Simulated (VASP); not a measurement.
# As (Pm-3m) in VASP: notebook, part 2 of 2

VASP 6.6.1. The steps go on from the part before.

**3. Relaxation of cell and atoms, PBEsol**

This run uses another cell than the first one, of 19.43 Å³/atom, 0.822 times its volume.

INCAR

```
PREC     = Accurate       # precision mode
ENCUT    = 600            # plane-wave cutoff, eV
EDIFF    = 1E-7           # SCF threshold, eV
ISMEAR   = 1              # smearing method
SIGMA    = 0.1            # smearing width, eV
LREAL    = False          # projectors in reciprocal space
LASPH    = True           # aspherical terms in the spheres
NELM     = 80             # most SCF steps
ALGO     = Normal         # electronic algorithm
ISIF     = 3              # what is computed and relaxed
LWAVE    = False          # write WAVECAR
LCHARG   = False          # write CHGCAR
GGA      = PS             # functional
IBRION   = 2              # ionic algorithm
NSW      = 80             # ionic steps
EDIFFG   = -0.02          # ionic threshold
```

KPOINTS

```
Automatic mesh
0
Gamma
  16 16 16
```

POSCAR

```
As
1.0
    2.6884910589      0.0000000000      0.0000000000
    0.0000000000      2.6884910589      0.0000000000
    0.0000000000      0.0000000000      2.6884910589
As
1
Direct
    0.0000000000      0.0000000000      0.0000000000
```

Potentials or basis: VASP PAW PBE potentials, release 64 (As).

Started as:

```console
cat potpaw_PBE.64/As/POTCAR > POTCAR
mpirun -np 1 vasp_std > vasp.out
```

OUTCAR:

```text
PREC = Accurate
   ENCUT = 600
   EDIFF = 1E-7
   ISMEAR = 1
   LREAL = False
   LASPH = True
   NELM = 80
   ISIF = 3
   GGA = PS
   IBRION = 2
   NSW = 80
   EDIFFG = -0.02

 ion  position               nearest neighbor table
   1  0.000  0.000  0.000-

  LATTYP: Found a simple cubic cell.
 ALAT       =     2.6884910589

  Lattice vectors:

 A1 = (   2.6884910589,   0.0000000000,   0.0000000000)
 A2 = (   0.0000000000,   2.6884910589,   0.0000000000)
 A3 = (   0.0000000000,   0.0000000000,   2.6884910589)

Analysis of symmetry for initial positions (statically):
=====================================================================
 Subroutine PRICEL returns:
 Original cell was already a primitive cell.

 Routine SETGRP: Setting up the symmetry group for a
 simple cubic supercell.

 Subroutine GETGRP returns: Found 48 space group operations
 (whereof 48 operations were pure point group operations)
 out of a pool of 48 trial point group operations.

The static configuration has the point symmetry O_h .

Analysis of symmetry for dynamics (positions and initial velocities):
=====================================================================
 Subroutine PRICEL returns:
 Original cell was already a primitive cell.

 Routine SETGRP: Setting up the symmetry group for a
 simple cubic supercell.

 Subroutine GETGRP returns: Found 48 space group operations
 (whereof 48 operations were pure point group operations)
 out of a pool of 48 trial point group operations.

The dynamic configuration has the point symmetry O_h .

 Subroutine INISYM returns: Found 48 space group operations
 (whereof 48 operations are pure point group operations),
 and found     1 'primitive' translations

----------------------------------------------------------------------------------------

                                     Primitive cell

  volume of cell :      19.4324

  direct lattice vectors                    reciprocal lattice vectors
     2.688491059  0.000000000  0.000000000     0.371955859  0.000000000  0.000000000
     0.000000000  2.688491059  0.000000000     0.000000000  0.371955859  0.000000000
     0.000000000  0.000000000  2.688491059     0.000000000  0.000000000  0.371955859

  length of vectors
     2.688491059  2.688491059  2.688491059     0.371955859  0.371955859  0.371955859

  position of ions in fractional coordinates (direct lattice)
     0.000000000  0.000000000  0.000000000

  ion indices of the primitive-cell ions
   primitive index   ion index
                 1           1

----------------------------------------------------------------------------------------

 KPOINTS: Automatic mesh

Automatic generation of k-mesh.
 Grid dimensions read from file:
 generate k-points for:   16   16   16

 Generating k-lattice:

  Cartesian coordinates                     Fractional coordinates (reciprocal lattice)
[... 40 lines left out ...]
  0.500000  0.125000  0.000000     12.000000
 [... further k-points ...]
   k-points           NKPTS =    165   k-points in BZ     NKDIM =    165   number of bands    NBANDS=      6
   number of dos      NEDOS =    301   number of ions     NIONS =      1
   total plane-waves  NPLWV =  13824
   dimension x,y,z NGX =    24 NGY =   24 NGZ =   24
   dimension x,y,z NGXF=    48 NGYF=   48 NGZF=   48
   ions per type =               1
   NGX,Y,Z   is equivalent  to a cutoff of  14.84, 14.84, 14.84 a.u.
   NGXF,Y,Z  is equivalent  to a cutoff of  29.68, 29.68, 29.68 a.u.
 SYSTEM =  unknown system
   PREC   = accura    normal or accurate (medium, high low for compatibility)
   ISTART =      0    job   : 0-new  1-cont  2-samecut
   ICHARG =      2    charge: 1-file 2-atom 10-const
   ISPIN  =      1    spin polarized calculation?
   LNONCOLLINEAR =      F non collinear calculations
   LSORBIT =      F    spin-orbit coupling
   LASPH  =      T    aspherical Exc in radial PAW
   ENCUT  =  600.0 eV  44.10 Ry    6.64 a.u.   5.37  5.37  5.37*2*pi/ulx,y,z
   NELM   =     80;   NELMIN=  2; NELMDL= -5     # of ELM steps
   EDIFF  = 0.1E-06   stopping-criterion for ELM
   LREAL  =      F    real-space projection
   EDIFFG = -.2E-01   stopping-criterion for IOM
   NSW    =     80    number of steps for IOM
   IBRION =      2    ionic relax: 0-MD 1-quasi-New 2-CG
   NFREE  =      1    steps in history (QN), initial steepest desc. (CG)
   ISIF   =      3    stress and relaxation
   ISYM   =      2    0-nonsym 1-usesym 2-fastsym
   POTIM  = 0.5000    time-step for ionic-motion
   TEBEG  =    0.0;   TEEND  =   0.0 temperature during run
   PSTRESS=    0.0 pullay stress
   NELECT =       5.0000    total number of electrons
   NUPDOWN=      -1.0000    fix difference up-down
   EMIN   =  10.00;   EMAX   =-10.00  energy-range for DOS
   EFERMI =   0.00;   METHOD = LEGACY
   ISMEAR =     1;   SIGMA  =   0.10  broadening in eV -4-tet -1-fermi 0-gaus
   EFERMI_NEDOS =   21; number of points for ismear=-14 and -15
   IALGO  =     38    algorithm
   IMIX   =      4    mixing-type and parameters
     AMIX     =   0.40;   BMIX     =  1.00
     AMIX_MAG =   1.60;   BMIX_MAG =  1.00
  volume/ion in A,a.u.               =      19.43       131.14
  Fermi-wavevector in a.u.,A,eV,Ry     =   1.041253  1.967683 14.751541  1.084208
  Thomas-Fermi vector in A             =   2.175865
   LORBIT       =      0    0 simple, 1 ext, 2 COOP (PROOUT), +10 PAW based schemes
   GGA     = PS    functional components
   LHFCALC =     F    Hartree Fock is set to
   AEXX    =    0.0000 exact exchange contribution
   IVDW    =     0    specifies the selected vdW correction
   LEPSILON=     F    determine dielectric tensor
   LRPA    =     F    only Hartree local field effects (RPA)
 conjugate gradient relaxation of ions
 non-spin polarized calculation
 Methfessel and Paxton  Order N= 1 SIGMA  =   0.10
  energy-cutoff  :      600.00
  volume of cell :       19.43
 maximum number of plane-waves:       672
 NGX is ok and might be reduce to    24
   NGX = 11   NGY = 11   NGZ = 11

--------------------------------------- Ionic step        1  -------------------------------------------

 number of electron       5.0000000 magnetization

 Free energy of the ion-electron system (eV)
  ---------------------------------------------------
  ext. energy  EPLUGINS =         0.00000000
  ---------------------------------------------------
  free energy    TOTEN  =        -5.03455832 eV

  energy without entropy =       -5.03445076  energy(sigma->0) =       -5.03452247

------------------------ aborting loop because EDIFF is reached ----------------------------------------

  FORCE on cell =-STRESS in cart. coord.  units (eV):
  Direction    XX          YY          ZZ          XY          YZ          ZX
  --------------------------------------------------------------------------------------
  -------------------------------------------------------------------------------------
  Total        0.0457996      0.0457996      0.0457996      0.0000000     -0.0000000      0.0000000
  in kB        3.7761259      3.7761259      3.7761259      0.0000000     -0.0000000      0.0000000
  external PRESSURE =       3.7761259 kB  Pullay stress =       0.0000000 kB
[... 57 lines left out ...]
--------------------------------------- Ionic step        3  -------------------------------------------

 number of electron       5.0000001 magnetization

 Free energy of the ion-electron system (eV)
  ---------------------------------------------------
  ext. energy  EPLUGINS =         0.00000000
  ---------------------------------------------------
  free energy    TOTEN  =        -5.03464842 eV

  energy without entropy =       -5.03456846  energy(sigma->0) =       -5.03462177

 E-fermi :   5.9447     XC(G=0): -10.6143

 val. band max:        5.9075177656   @ k =   0.3750   0.2500   0.1250
 cond. band min:       5.9464215390   @ k =   0.1875   0.1875   0.1250
 fundamental gap:      0.0389037735
 Fermi energy:         5.9447095961

 k-point     1 :       0.0000    0.0000    0.0000
  band No.  band energies     occupation
      1      -9.1553      2.00000
      2      10.1520      0.00000
      3      10.1520      0.00000
      4      10.1520      0.00000
      5      14.4702      0.00000
      6      14.4702      0.00000
[... 199 lines left out ...]
 k-point    24 :       0.5000    0.1250    0.0000
  band No.  band energies     occupation
      1      -5.6494      2.00000
      2      -0.8413      2.00000
      3       9.9657      0.00000
      4      12.7503      0.00000
      5      16.2571      0.00000
      6      18.6365      0.00000

 [... further k-points ...]

------------------------ aborting loop because EDIFF is reached ----------------------------------------

  FORCE on cell =-STRESS in cart. coord.  units (eV):
  Direction    XX          YY          ZZ          XY          YZ          ZX
  --------------------------------------------------------------------------------------
  -------------------------------------------------------------------------------------
  Total        0.0007027      0.0007027      0.0007027      0.0000000      0.0000000      0.0000000
  in kB        0.0577079      0.0577079      0.0577079      0.0000000      0.0000000      0.0000000
  external PRESSURE =       0.0577079 kB  Pullay stress =       0.0000000 kB
[... 16 lines left out ...]
  FREE ENERGIE OF THE ION-ELECTRON SYSTEM (eV)
  ---------------------------------------------------
  free  energy   TOTEN  =        -5.0346484217 eV

  energy  without entropy=       -5.0345684597  energy(sigma->0) =       -5.03462177

 reached required accuracy - stopping structural energy minimisation
```

Wall time 11 s (1 thread of Intel Xeon 6975P-C, shared host); peak memory 0.16 GiB.

What came out:

* Free energy: -5.0346 eV
* Relaxed volume: 19.51 Å³/atom
* Relaxed cell: a = 2.692 Å, b = 2.692 Å, c = 2.692 Å, α = 90.00°, β = 90.00°, γ = 90.00°
* Space group after relaxing (to 0.05 Å): Pm-3m (No. 221)
* Energy gained by relaxing: 0.1 meV/atom
* Ionic steps: 3
* Pressure after relaxing: 0.0 GPa

Final structure:
```yaml
crystal:
  lattice:
    - [2.69204, 0.00000, 0.00000]
    - [0.00000, 2.69204, 0.00000]
    - [0.00000, 0.00000, 2.69204]
  atoms:
    - { symbol: As, position: [0.00000, 0.00000, 0.00000] }
```

Levels at points of the mesh, in eV from the Fermi level:
```tsv
k point	band 1	band 2	band 3	band 4	band 5	band 6
(0.00, 0.00, 0.00)	-15.10	4.21	4.21	4.21	8.53	8.53
(0.50, 0.00, 0.00)	-11.89	-7.06	6.56	6.56	11.26	14.08
(0.50, 0.50, 0.00)	-8.53	-4.33	-4.33	2.36	8.77	16.65
(0.50, 0.50, 0.50)	-4.82	-1.83	-1.83	-1.83	5.88	5.88
```

Caveat: the PAW data sets were made with another functional, which shifts forces and pressure a little.

**4. Single point, PBEsol**

This run uses another cell than the first one, of 19.43 Å³/atom, 0.822 times its volume.

INCAR

```
PREC = Accurate ; ENCUT = 520
EDIFF = 1E-6 ; ISMEAR = 1
SIGMA = 0.1 ; LREAL = False
LASPH = True ; NELM = 80
ALGO = Normal ; ISIF = 2
LWAVE = False ; LCHARG = False
GGA = PS ; NBANDS = 8
```

KPOINTS

```
Automatic mesh
0
Gamma
  15 15 15
```

POSCAR is that of step 3.

Started as:

```console
cat potpaw_PBE.64/As/POTCAR > POTCAR
mpirun -np 1 vasp_std > vasp.out
```

It took 12 s on 1 thread of Intel Xeon Platinum 8375C at 2.90GHz (Ice Lake), shared host; peak memory 0.13 GiB.

Results (log left out):

| Item | Value |
| --- | --- |
| Free energy | -5.0306 eV |
| Pressure | 0.3 GPa |

Levels at points of the mesh, in eV from the Fermi level:
| k point | band 1 | band 2 | band 3 | band 4 | band 5 | band 6 | band 7 |
| --- | --- | --- | --- | --- | --- | --- | --- |
| (0.00, 0.00, 0.00) | -15.20 | 4.16 | 4.16 | 4.16 | 8.46 | 8.46 | 10.49 |

Caveat: the PAW data sets were made with another functional, which shifts forces and pressure a little.

**5. Single point, PBEsol**

This run uses another cell than the first one, of 19.43 Å³/atom, 0.822 times its volume.

INCAR

```
SYSTEM = As
PREC     = Accurate       ! precision mode
ENCUT    = 520            ! plane-wave cutoff, eV
EDIFF    = 1E-7           ! SCF threshold, eV
ISMEAR   = 1              ! smearing method
SIGMA    = 0.1            ! smearing width, eV
LREAL    = .FALSE.        ! projectors in reciprocal space
LASPH    = .TRUE.         ! aspherical terms in the spheres
NELM     = 80             ! most SCF steps
ALGO     = Normal         ! electronic algorithm
ISIF     = 2              ! what is computed and relaxed
LWAVE    = .FALSE.        ! write WAVECAR
LCHARG   = .FALSE.        ! write CHGCAR
GGA      = PS             ! functional
NBANDS   = 8              ! bands
```

KPOINTS

```
Automatic mesh
0
G
  16 16 16
  0 0 0
```

POSCAR is that of step 4.

Started as:

```console
cat potpaw_PBE.64/As/POTCAR > POTCAR
mpirun -np 1 vasp_std > vasp.out
```

Wall time 19 s (1 thread of Intel Xeon Platinum 8375C at 2.90GHz (Ice Lake), shared host); peak memory 0.14 GiB.

The run converged. Its results:

| Quantity | Value |
| --- | --- |
| Free energy | -5.0345 eV |
| Pressure | 0.4 GPa |

Levels at points of the mesh, in eV from the Fermi level:
| k point | band 1 | band 2 | band 3 | band 4 | band 5 | band 6 | band 7 | band 8 |
| --- | --- | --- | --- | --- | --- | --- | --- | --- |
| (0.00, 0.00, 0.00) | -15.13 | 4.22 | 4.22 | 4.22 | 8.53 | 8.53 | 10.56 | 25.18 |
| (0.50, 0.00, 0.00) | -11.90 | -7.09 | 6.59 | 6.59 | 11.28 | 14.11 | 14.82 | 14.82 |
| (0.50, 0.50, 0.00) | -8.53 | -4.34 | -4.34 | 2.35 | 8.82 | 16.70 | 17.60 | 17.60 |
| (0.50, 0.50, 0.50) | -4.79 | -1.83 | -1.83 | -1.83 | 5.88 | 5.88 | 5.88 | 9.36 |

Caveat: the PAW data sets were made with another functional, which shifts forces and pressure a little.

**6. Summary**

| task | cell | k mesh | cutoff (eV) | gap on the mesh (eV) | pressure (GPa) | relaxed volume (Å³/atom) |
| --- | --- | --- | --- | --- | --- | --- |
| relaxation of cell and atoms | relaxed from a = 2.870 Å, 1 atom | 15 × 15 × 15 | 600 | none | 0.1 | 19.50 |
| relaxation of cell and atoms | relaxed from a = 2.688 Å, 1 atom | 16 × 16 × 16 | 600 | none | 0.0 | 19.51 |
| single point | a = 2.688 Å, 1 atom | 15 × 15 × 15 | 520 | none | 0.3 | - |
| single point | a = 2.688 Å, 1 atom | 16 × 16 × 16 | 520 | none | 0.4 | - |

Alike in all rows: level PBEsol; potentials or basis VASP PAW PBE potentials, release 64 (As); no spin polarisation; smearing methfessel-paxton 0.1 eV.

Caveats: the PAW data sets were made with another functional, which shifts forces and pressure a little; the volume moved by over 15 % at a fixed basis, so the end points are rough (some runs).

Total energies depend on the potentials used, so only differences within one code and one set of settings carry meaning.
